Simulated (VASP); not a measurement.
# Si2Mo (I4/mmm) in VASP: a series of runs, part 2 of 2

VASP 6.6.1. Earlier steps stand in the parts before.

### 3 Relaxation of cell and atoms, PBEsol+D4

Input file INCAR:

```
PREC = Accurate ; ENCUT = 600
EDIFF = 1E-6 ; ISMEAR = -1
SIGMA = 0.05 ; LREAL = F
LASPH = T ; NELM = 100
ALGO = Normal ; ISIF = 3
LWAVE = F ; LCHARG = F
GGA = PS ; IVDW = 13
IBRION = 2 ; NSW = 60
EDIFFG = -0.01
```

Input file KPOINTS:

```
Automatic mesh
0
Gamma
  12 12 12
```

Input file POSCAR:

```
Si2Mo
1.0
   -1.6000000000      1.6000000000      3.9305000000
    1.6000000000     -1.6000000000      3.9305000000
    1.6000000000      1.6000000000     -3.9305000000
Mo Si
1 2
Direct
    0.0000000000      0.0000000000      0.0000000000
    0.6670000000      0.6670000000      0.0000000000
    0.3330000000      0.3330000000      0.0000000000
```

Potentials or basis: VASP PAW PBE potentials, release 64 (Mo_sv, Si).

The run is started by

```
$ cat potpaw_PBE.64/Mo_sv/POTCAR potpaw_PBE.64/Si/POTCAR > POTCAR
$ mpirun -np 1 vasp_std > vasp.out
```

OUTCAR:

```text
PREC = Accurate
   ENCUT = 600
   EDIFF = 1E-6
   ISMEAR = -1
   LREAL = F
   LASPH = T
   NELM = 100
   ISIF = 3
   GGA = PS
   IVDW = 13
   IBRION = 2
   NSW = 60
   EDIFFG = -0.01

 ion  position               nearest neighbor table
   1  0.000  0.000  0.000-   2 2.62   3 2.62   2 2.62   3 2.62   2 2.62   3 2.62   3 2.62   2 2.62
                             2 2.62   3 2.62
   2  0.667  0.667  0.000-   3 2.61   3 2.61   3 2.61   3 2.61   1 2.62   1 2.62   1 2.62   1 2.62
                             1 2.62   3 2.63
   3  0.333  0.333  0.000-   2 2.61   2 2.61   2 2.61   2 2.61   1 2.62   1 2.62   1 2.62   1 2.62
                             1 2.62   2 2.63

  LATTYP: Found a body centered tetragonal cell.
 ALAT       =     3.2000000000
 C/A-ratio  =     2.4565625000

  Lattice vectors:

 A1 = (  -1.6000000000,   1.6000000000,   3.9305000000)
 A2 = (   1.6000000000,  -1.6000000000,   3.9305000000)
 A3 = (   1.6000000000,   1.6000000000,  -3.9305000000)

Analysis of symmetry for initial positions (statically):
=====================================================================
 Subroutine PRICEL returns:
 Original cell was already a primitive cell.

 Routine SETGRP: Setting up the symmetry group for a
 body centered tetragonal supercell.

 Subroutine GETGRP returns: Found 16 space group operations
 (whereof 16 operations were pure point group operations)
 out of a pool of 16 trial point group operations.

The static configuration has the point symmetry D_4h.

Analysis of symmetry for dynamics (positions and initial velocities):
=====================================================================
 Subroutine PRICEL returns:
 Original cell was already a primitive cell.

 Routine SETGRP: Setting up the symmetry group for a
 body centered tetragonal supercell.

 Subroutine GETGRP returns: Found 16 space group operations
 (whereof 16 operations were pure point group operations)
 out of a pool of 16 trial point group operations.

The dynamic configuration has the point symmetry D_4h.

 Subroutine INISYM returns: Found 16 space group operations
 (whereof 16 operations are pure point group operations),
 and found     1 'primitive' translations

----------------------------------------------------------------------------------------

                                     Primitive cell

  volume of cell :      40.2483

  direct lattice vectors                    reciprocal lattice vectors
    -1.600000000  1.600000000  3.930500000     0.000000000  0.312500000  0.127210279
     1.600000000 -1.600000000  3.930500000     0.312500000  0.000000000  0.127210279
     1.600000000  1.600000000 -3.930500000     0.312500000  0.312500000  0.000000000

  length of vectors
     4.535287229  4.535287229  4.535287229     0.337399918  0.337399918  0.441941738

  position of ions in fractional coordinates (direct lattice)
     0.000000000  0.000000000  0.000000000
     0.667000000  0.667000000  0.000000000
     0.333000000  0.333000000  0.000000000

  ion indices of the primitive-cell ions
   primitive index   ion index
                 1           1
                 2           2
                 3           3

----------------------------------------------------------------------------------------

 KPOINTS: Automatic mesh

Automatic generation of k-mesh.
 Grid dimensions read from file:
 generate k-points for:   12   12   12

 Generating k-lattice:

  Cartesian coordinates                     Fractional coordinates (reciprocal lattice)
     0.000000000  0.026041667  0.010600857     0.083333333  0.000000000 -0.000000000
     0.026041667  0.000000000  0.010600857     0.000000000  0.083333333 -0.000000000
     0.026041667  0.026041667  0.000000000     0.000000000  0.000000000  0.083333333

  Length of vectors
     0.028116660  0.028116660  0.036828478

  Shift w.r.t. Gamma in fractional coordinates (k-lattice)
     0.000000000  0.000000000  0.000000000

 Subroutine IBZKPT returns following result:
 ===========================================

 Found    163 irreducible k-points:

 Following reciprocal coordinates:
            Coordinates               Weight
  0.000000  0.000000  0.000000      1.000000
  0.083333 -0.000000  0.000000      8.000000
  0.166667 -0.000000  0.000000      8.000000
  0.250000 -0.000000  0.000000      8.000000
  0.333333 -0.000000  0.000000      8.000000
  0.416667  0.000000  0.000000      8.000000
[... 16 lines left out ...]
  0.500000  0.166667  0.000000     16.000000
 -0.416667  0.166667  0.000000     16.000000
 [... further k-points ...]
   k-points           NKPTS =    163   k-points in BZ     NKDIM =    163   number of bands    NBANDS=     15
   number of dos      NEDOS =    301   number of ions     NIONS =      3
   total plane-waves  NPLWV =  46656
   dimension x,y,z NGX =    36 NGY =   36 NGZ =   36
   dimension x,y,z NGXF=    72 NGYF=   72 NGZF=   72
   ions per type =               1   2
   NGX,Y,Z   is equivalent  to a cutoff of  13.20, 13.20, 13.20 a.u.
   NGXF,Y,Z  is equivalent  to a cutoff of  26.39, 26.39, 26.39 a.u.
 SYSTEM =  unknown system
   PREC   = accura    normal or accurate (medium, high low for compatibility)
   ISTART =      0    job   : 0-new  1-cont  2-samecut
   ICHARG =      2    charge: 1-file 2-atom 10-const
   ISPIN  =      1    spin polarized calculation?
   LNONCOLLINEAR =      F non collinear calculations
   LSORBIT =      F    spin-orbit coupling
   LASPH  =      T    aspherical Exc in radial PAW
   ENCUT  =  600.0 eV  44.10 Ry    6.64 a.u.   9.06  9.06  9.06*2*pi/ulx,y,z
   NELM   =    100;   NELMIN=  2; NELMDL= -5     # of ELM steps
   EDIFF  = 0.1E-05   stopping-criterion for ELM
   LREAL  =      F    real-space projection
   EDIFFG = -.1E-01   stopping-criterion for IOM
   NSW    =     60    number of steps for IOM
   IBRION =      2    ionic relax: 0-MD 1-quasi-New 2-CG
   NFREE  =      1    steps in history (QN), initial steepest desc. (CG)
   ISIF   =      3    stress and relaxation
   ISYM   =      2    0-nonsym 1-usesym 2-fastsym
   POTIM  = 0.5000    time-step for ionic-motion
   TEBEG  =    0.0;   TEEND  =   0.0 temperature during run
   PSTRESS=    0.0 pullay stress
   NELECT =      22.0000    total number of electrons
   NUPDOWN=      -1.0000    fix difference up-down
   EMIN   =  10.00;   EMAX   =-10.00  energy-range for DOS
   EFERMI =   0.00;   METHOD = LEGACY
   ISMEAR =    -1;   SIGMA  =   0.05  broadening in eV -4-tet -1-fermi 0-gaus
   EFERMI_NEDOS =   21; number of points for ismear=-14 and -15
   IALGO  =     38    algorithm
   IMIX   =      4    mixing-type and parameters
     AMIX     =   0.40;   BMIX     =  1.00
     AMIX_MAG =   1.60;   BMIX_MAG =  1.00
  volume/ion in A,a.u.               =      13.42        90.54
  Fermi-wavevector in a.u.,A,eV,Ry     =   1.338546  2.529484 24.377614  1.791704
  Thomas-Fermi vector in A             =   2.467007
   LORBIT       =      0    0 simple, 1 ext, 2 COOP (PROOUT), +10 PAW based schemes
   GGA     = PS    functional components
   LHFCALC =     F    Hartree Fock is set to
   AEXX    =    0.0000 exact exchange contribution
   IVDW    =    13    specifies the selected vdW correction
   LEPSILON=     F    determine dielectric tensor
   LRPA    =     F    only Hartree local field effects (RPA)
 conjugate gradient relaxation of ions
 non-spin polarized calculation
  energy-cutoff  :      600.00
  volume of cell :       40.25
 maximum number of plane-waves:      1362
   NGX = 19   NGY = 19   NGZ = 19

--------------------------------------- Ionic step        1  -------------------------------------------

 number of electron      22.0000000 magnetization

 Free energy of the ion-electron system (eV)
  ---------------------------------------------------
  ext. energy  EPLUGINS =         0.00000000
  ---------------------------------------------------
  free energy    TOTEN  =       -25.07165717 eV

  energy without entropy =      -25.06943133  energy(sigma->0) =      -25.07054425

------------------------ aborting loop because EDIFF is reached ----------------------------------------

  DFT-D4 for vdW energy calculation

  Edisp (eV):   -0.96113
[... 278 lines left out ...]
--------------------------------------- Ionic step        8  -------------------------------------------

 number of electron      22.0000000 magnetization

 Free energy of the ion-electron system (eV)
  ---------------------------------------------------
  ext. energy  EPLUGINS =         0.00000000
  ---------------------------------------------------
  free energy    TOTEN  =       -25.07285159 eV

  energy without entropy =      -25.07050517  energy(sigma->0) =      -25.07167838

 E-fermi :  12.5585     XC(G=0): -12.6325

 val. band max:       12.5048588743   @ k =  -0.4167   0.5000   0.3333
 cond. band min:      12.5736715775   @ k =   0.0833  -0.0000   0.0000
 fundamental gap:      0.0688127031
 Fermi energy:        12.5585093686

 k-point     1 :       0.0000    0.0000    0.0000
  band No.  band energies     occupation
      1     -48.0259      2.00000
      2     -22.2300      2.00000
      3     -22.1342      2.00000
      4     -22.1342      2.00000
      5      -1.0573      2.00000
      6       6.0031      2.00000
      7       9.1753      2.00000
      8       9.3537      2.00000
      9       9.8790      2.00000
     10       9.8790      2.00000
     11      12.9621      0.00062
     12      15.6315      0.00000
     13      15.8878      0.00000
     14      16.1868      0.00000
[... 401 lines left out ...]
      2     -22.3908      2.00000
      3     -22.2001      2.00000
      4     -22.1771      2.00000
      5       1.9440      2.00000
      6       4.4806      2.00000
      7       7.0900      2.00000
      8       8.4981      2.00000
      9       9.8227      2.00000
     10      10.4234      2.00000
     11      10.6240      2.00000
     12      14.6550      0.00000
     13      14.9625      0.00000
     14      16.3514      0.00000
     15      17.0871      0.00000

 [... further k-points ...]

------------------------ aborting loop because EDIFF is reached ----------------------------------------

  DFT-D4 for vdW energy calculation

  Edisp (eV):   -0.98446
[... 26 lines left out ...]
  FREE ENERGIE OF THE ION-ELECTRON SYSTEM (eV)
  ---------------------------------------------------
  free  energy   TOTEN  =       -26.0573084094 eV

  energy  without entropy=      -26.0549619905  energy(sigma->0) =      -26.05613520

 reached required accuracy - stopping structural energy minimisation
```

OSZICAR:

```text
N       E                     dE             d eps       ncg     rms          rms(c)
DAV:   1     0.134127804898E+03    0.13413E+03   -0.12458E+04  4906   0.156E+03
[... 58 lines left out ...]
   7 F= -.26057299E+02 E0= -.26056124E+02  d E =-.157069E-05
       N       E                     dE             d eps       ncg     rms          rms(c)
DAV:   1    -0.250729145422E+02    0.35795E-03   -0.16933E-03  5324   0.446E-01    0.961E-02
DAV:   2    -0.250728605966E+02    0.53946E-04   -0.40415E-04  5464   0.164E-01    0.208E-02
DAV:   3    -0.250728524618E+02    0.81349E-05   -0.35589E-05  5549   0.371E-02    0.856E-03
DAV:   4    -0.250728512539E+02    0.12079E-05   -0.53315E-06  5555   0.218E-02    0.609E-03
DAV:   5    -0.250728515883E+02   -0.33441E-06   -0.24716E-07  2487   0.452E-03
   8 F= -.26057308E+02 E0= -.26056135E+02  d E =-.105164E-04
```

CONTCAR:

```text
Si2Mo
   1.00000000000000
    -1.5866733021800716    1.5866733021800716    3.8945200403400664
     1.5866733021800716   -1.5866733021800716    3.8945200403400664
     1.5866733021800716    1.5866733021800716   -3.8945200403400664
  Mo              Si
     1     2
Direct
     0.0000000000000000    0.0000000000000000    0.0000000000000000
     0.6651905361434077    0.6651905361434077    0.0000000000000000
     0.3348094638565924    0.3348094638565924    0.0000000000000000

  0.00000000E+00  0.00000000E+00  0.00000000E+00
  0.00000000E+00  0.00000000E+00  0.00000000E+00
  0.00000000E+00  0.00000000E+00  0.00000000E+00
```

Run time: 21 min. Hardware: 1 thread of AMD EPYC 7R13, shared host; peak memory 0.27 GiB.

Results:

```yaml
Free_energy: -26.0573 eV
Relaxed_volume: 13.07 Å³/atom
Relaxed_cell: a = 4.495 Å, b = 4.495 Å, c = 4.495 Å, α = 138.66°, β = 138.66°, γ = 59.90°
Space_group_after_relaxing_to_0.05_Å: I4/mmm (No. 139)
Energy_gained_by_relaxing: 8.2 meV/atom
Ionic_steps: 8
Pressure_after_relaxing: 0.0 GPa
Band_gap_on_the_k_mesh: zero (band 11 reaches 13.07 eV, above the bottom of band 12 at 12.11 eV)
Dispersion_energy_per_atom: -0.328 eV
```

The path:
```tsv
step	energy change (eV)	largest force (eV/Å)	pressure (GPa)	volume (Å³)
1	0.0000	0.3253	-5.94	40.25
2	0.0420	0.1495	12.15	37.42
3	-0.0230	0.1700	0.19	39.16
4	-0.0230	0.1663	0.28	39.14
5	-0.0245	0.0191	0.10	39.19
6	-0.0245	0.0011	0.10	39.20
7	-0.0245	0.0018	-0.14	39.24
8	-0.0245	0.0017	-0.02	39.22
```

Final structure:
```
CELL_PARAMETERS angstrom
-1.58667 1.58667 3.89452
1.58667 -1.58667 3.89452
1.58667 1.58667 -3.89452
ATOMIC_POSITIONS crystal
Mo 0.00000 0.00000 0.00000
Si 0.66519 0.66519 0.00000
Si 0.33481 0.33481 0.00000
```

Levels at points of the mesh, in eV from the Fermi level:
| k point | band 7 | band 8 | band 9 | band 10 | band 11 | band 12 | band 13 | band 14 | band 15 |
| --- | --- | --- | --- | --- | --- | --- | --- | --- | --- |
| (0.00, 0.00, 0.00) | -3.38 | -3.20 | -2.68 | -2.68 | 0.40 | 3.07 | 3.33 | 3.63 | 3.63 |
| (0.50, 0.00, 0.00) | -5.07 | -4.56 | -2.68 | -2.63 | -0.53 | 2.35 | 3.16 | 4.26 | 4.27 |
| (0.50, 0.50, 0.00) | -5.76 | -5.17 | -4.54 | -3.17 | -1.20 | 2.40 | 2.85 | 3.23 | 3.41 |
| (0.50, 0.50, 0.50) | -3.70 | -2.29 | -0.60 | -0.60 | -0.45 | -0.45 | 0.54 | 4.81 | 5.44 |

Caveat: the PAW data sets were made with another functional, which shifts forces and pressure a little; pairwise dispersion overbinds metals, which lowers pressure and volume.

### 4 Relaxation of cell and atoms, PBEsol, target pressure 30 GPa, at which the enthalpy is minimised

Input file INCAR:

```
SYSTEM = Si2Mo
PREC = Accurate
ENCUT = 600
EDIFF = 1E-6
ISMEAR = -1
SIGMA = 0.05
LREAL = .FALSE.
LASPH = .TRUE.
NELM = 60
ALGO = Normal
ISIF = 3
LWAVE = .FALSE.
LCHARG = .FALSE.
GGA = PS
IBRION = 2
NSW = 80
EDIFFG = -0.01
PSTRESS = 300.0
```

Input file KPOINTS:

```
regular mesh
0
G
  12 12 12
  0 0 0
```

POSCAR is that of step 3.

The run is started by

```
$ cat potpaw_PBE.64/Mo_sv/POTCAR potpaw_PBE.64/Si/POTCAR > POTCAR
$ mpirun -np 1 vasp_std > vasp.out
```

It took 7.8 min on 1 thread of Intel Xeon Platinum 8488C (Sapphire Rapids), shared host; peak memory 0.3 GiB.

The run converged. Its results:

```
Free energy                                            : -24.7319 eV
Relaxed volume                                         : 11.92 Å³/atom
Relaxed cell                                           : a = 4.371 Å, b = 4.371 Å, c = 4.371 Å, α = 138.88°, β = 138.88°, γ = 59.56°
Space group after relaxing (to 0.05 Å)                 : I4/mmm (No. 139)
Energy change on relaxing (the enthalpy is what falls) : +113.2 meV/atom
Ionic steps                                            : 7
Pressure after relaxing                                : 30.0 GPa
Largest force after relaxing                           : 0.006 eV/Å
Band gap on the k mesh                                 : zero (band 11 reaches 14.66 eV, above the bottom of band 12 at 13.61 eV)
```

Forces in eV/Å, atoms in the order of the input:
```
Mo   0.000  0.000  0.000
Si   0.000  0.000 -0.006
Si   0.000  0.000  0.006
```

Step by step:
```
step  energy change (eV)  largest force (eV/Å)  pressure (GPa)  volume (Å³)
   1              0.0000                0.3224           -2.40        40.25
   2              6.4109                1.3711          217.63        26.42
   3              0.2505                0.0966           25.20        36.30
   4              0.3124                0.0665           28.66        35.93
   5              0.3376                0.0549           29.98        35.79
   6              0.3434                0.0215           30.07        35.75
   7              0.3397                0.0064           30.02        35.77
```

Final structure:
```
Mo Si
1.0
    -1.53517    1.53517    3.79405
     1.53517   -1.53517    3.79405
     1.53517    1.53517   -3.79405
Mo Si
1 2
Direct
  0.00000 0.00000 0.00000
  0.66645 0.66645 0.00000
  0.33355 0.33355 0.00000
```

Levels at points of the mesh, in eV from the Fermi level:
```
           k point  band 8  band 9  band 10  band 11  band 12  band 13  band 14  band 15
(0.00, 0.00, 0.00)   -3.36   -2.97    -2.97     0.48     3.93     4.02     4.02     5.76
(0.50, 0.00, 0.00)   -4.82   -3.09    -2.88    -0.68     2.70     3.31     4.41     4.96
(0.50, 0.50, 0.00)   -5.19   -4.95    -3.64    -1.12     2.78     3.27     3.48     3.57
(0.50, 0.50, 0.50)   -2.66   -0.71    -0.71    -0.44    -0.44     0.65     5.03     5.95
```

Caveat: the cell is relaxed towards a set pressure, so the enthalpy falls and the energy may rise; the PAW data sets were made with another functional, which shifts forces and pressure a little.

### 5 Single point, PBE

This run uses another cell than the first one, of 14.51 Å³/atom, 1.082 times its volume.

Input file INCAR:

```
SYSTEM = Si2Mo
  PREC = Accurate
  ENCUT = 520
  EDIFF = 1E-6
  ISMEAR = -1
  SIGMA = 0.05
  LREAL = .False.
  LASPH = .True.
  NELM = 60
  ALGO = Normal
  ISIF = 2
  LWAVE = .False.
  LCHARG = .True.
  GGA = PE
  LELF = .True.
  LVHAR = .True.
  NBANDS = 18
```

Input file KPOINTS:

```
Automatic mesh
0
Gamma
  9 9 9
  0 0 0
```

Input file POSCAR:

```
Si2Mo
1.0
   -1.6640000000      1.6640000000      3.9305000000
    1.6640000000     -1.6640000000      3.9305000000
    1.6640000000      1.6640000000     -3.9305000000
Mo Si
1 2
Direct
    0.0000000000      0.0000000000      0.0000000000
    0.6670000000      0.6670000000      0.0000000000
    0.3330000000      0.3330000000      0.0000000000
```

The run is started by

```
$ cat potpaw_PBE.64/Mo_sv/POTCAR potpaw_PBE.64/Si/POTCAR > POTCAR
$ mpirun -np 1 vasp_std > vasp.out
```

Wall time 62 s (1 thread of Intel Xeon 6975P-C (Granite Rapids), shared host); peak memory 0.21 GiB.

The run converged. Its results:

* Free energy: -23.1205 eV
* Pressure: -11.2 GPa
* Largest force: 0.391 eV/Å
* Band gap on the k mesh: zero (band 11 reaches 11.42 eV, above the bottom of band 12 at 10.66 eV)

Forces in eV/Å, atoms in the order of the input:
```
Mo   0.000  0.000  0.000
Si   0.000  0.000 -0.391
Si   0.000  0.000  0.391
```

Stress tensor (GPa, compression positive):
```
-14.48   0.00   0.00
  0.00 -14.48   0.00
  0.00   0.00  -4.54
```

Levels at points of the mesh, in eV from the Fermi level:
```
           k point  band 8  band 9  band 10  band 11  band 12  band 13  band 14  band 15
(0.00, 0.00, 0.00)   -2.47   -2.46    -2.46     0.35     2.55     3.30     3.30     3.51
```

### 6 The runs side by side

| task | level | cell | k mesh | cutoff (eV) | gap on the mesh (eV) | pressure (GPa) | relaxed volume (Å³/atom) | largest force (eV/Å) |
| --- | --- | --- | --- | --- | --- | --- | --- | --- |
| relaxation of cell and atoms | RPBE+D4 | relaxed from a = 4.535 Å, angles 138.7, 138.7, 59.9°, 3 atoms | 12 × 12 × 12 | 600 | none | -0.1 | 12.96 | - |
| relaxation of cell and atoms | PBEsol+D4 | relaxed from a = 4.535 Å, angles 138.7, 138.7, 59.9°, 3 atoms | 12 × 12 × 12 | 600 | none | 0.0 | 13.07 | - |
| relaxation of cell and atoms | PBEsol | relaxed to 30 GPa from a = 4.535 Å, angles 138.7, 138.7, 59.9°, 3 atoms | 12 × 12 × 12 | 600 | none | 30.0 | - | 0.01 |
| single point | PBE | a = 4.581 Å, angles 137.4, 137.4, 61.8°, 3 atoms | 9 × 9 × 9 | 520 | none | -11.2 | - | 0.39 |

Alike in all rows: potentials or basis VASP PAW PBE potentials, release 64 (Mo_sv, Si); no spin polarisation; smearing fermi-dirac 0.05 eV.

Caveats: the PAW data sets were made with another functional, which shifts forces and pressure a little (some runs); pairwise dispersion overbinds metals, which lowers pressure and volume (some runs); the cell is relaxed towards a set pressure, so the enthalpy falls and the energy may rise (some runs).

Absolute energies hang on the potentials; compare differences alone.
